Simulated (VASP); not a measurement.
Crystal: Os.

```
CELL_PARAMETERS angstrom
2.70000 0.00000 0.00000
-1.35000 2.33827 0.00000
0.00000 0.00000 4.40910
ATOMIC_POSITIONS crystal
Os 0.33333 0.66667 0.25000
Os 0.66667 0.33333 0.75000
```

- Program: VASP 6.6.1
- Task: relaxation of cell and atoms
- Functional: PBEsol
- Potentials or basis: VASP PAW PBE potentials, release 64 (Os)
- Cutoff: 600 eV
- k mesh: 18 × 18 × 10
- Occupations: fermi-dirac, width 0.05 eV
- Spin: no spin polarisation

At the start: pressure -0.3 GPa; volume 13.92 Å³/atom.

Q: How do energy, volume and symmetry change on relaxing?

A: Over 6 steps the energy falls by 18.4 meV/atom; space group P6_3/mmc (No. 194, to 0.05 Å).

Step by step:
```csv
step,energy change (eV),largest force (eV/Å),pressure (GPa),volume (Å³)
1,0.0000,0.0000,-0.30,27.84
2,0.0581,0.0000,4.98,27.67
3,-0.0368,0.0000,0.57,27.79
4,-0.0368,0.0000,0.60,27.79
5,-0.0358,0.0000,-2.26,27.97
6,-0.0368,0.0000,0.02,27.82
```

Final structure:
```
Os
1.0
     2.72911    0.00000    0.00000
    -1.36456    2.36348    0.00000
     0.00000    0.00000    4.31342
Os
2
Direct
  0.33333 0.66667 0.25000
  0.66667 0.33333 0.75000
```

Caveat: the PAW data sets were made with another functional, which shifts forces and pressure a little.
